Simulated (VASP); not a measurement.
Here is a VASP 6.6.1 calculation.

File INCAR:

```
ALGO     = Normal         # electronic algorithm
DIPOL    = 0.5 0.5 0.500
EDIFF    = 1E-6           # SCF threshold, eV
ENCUT    = 520            # plane-wave cutoff, eV
IDIPOL   = 3            
ISIF     = 2              # what is computed and relaxed
ISMEAR   = 0              # smearing method
LASPH    = T              # aspherical terms in the spheres
LCHARG   = T              # write CHGCAR
LDIPOL   = T            
LELF     = T              # ELF
LREAL    = F              # projectors in reciprocal space
LVACPOTAV= T            
LVHAR    = T            
LWAVE    = F              # write WAVECAR
NBANDS   = 12             # bands
NELM     = 80             # most SCF steps
PREC     = Accurate       # precision mode
SIGMA    = 0.02           # smearing width, eV
```

File KPOINTS:

```
k-points
0
Gamma
  9 9 1
```

The input POSCAR:

```
As
1.0
    3.6890000000      0.0000000000      0.0000000000
   -1.8445000000      3.1947677146      0.0000000000
    0.0000000000      0.0000000000     28.0000000000
As
2
Direct
    0.3333333333      0.6666666667      0.5052857143
    0.6666666667      0.3333333333      0.4947142857
```

Potentials or basis: VASP PAW LDA potentials, release 64 (As).

Run with:

```bash
$ cat potpaw_LDA.64/As/POTCAR > POTCAR
$ mpirun -np 1 vasp_std > vasp.out
```

Problem. What does it give for the band gap on the k mesh?

Solution. Zero (band 5 reaches -3.00 eV, above the bottom of band 6 at -3.75 eV).

Problem. Predict the work function of the lower face.

Solution. 4.34 eV.

Forces on the atoms (eV/Å):
```
As   0.000  0.000  2.014
As   0.000  0.000 -2.014
```
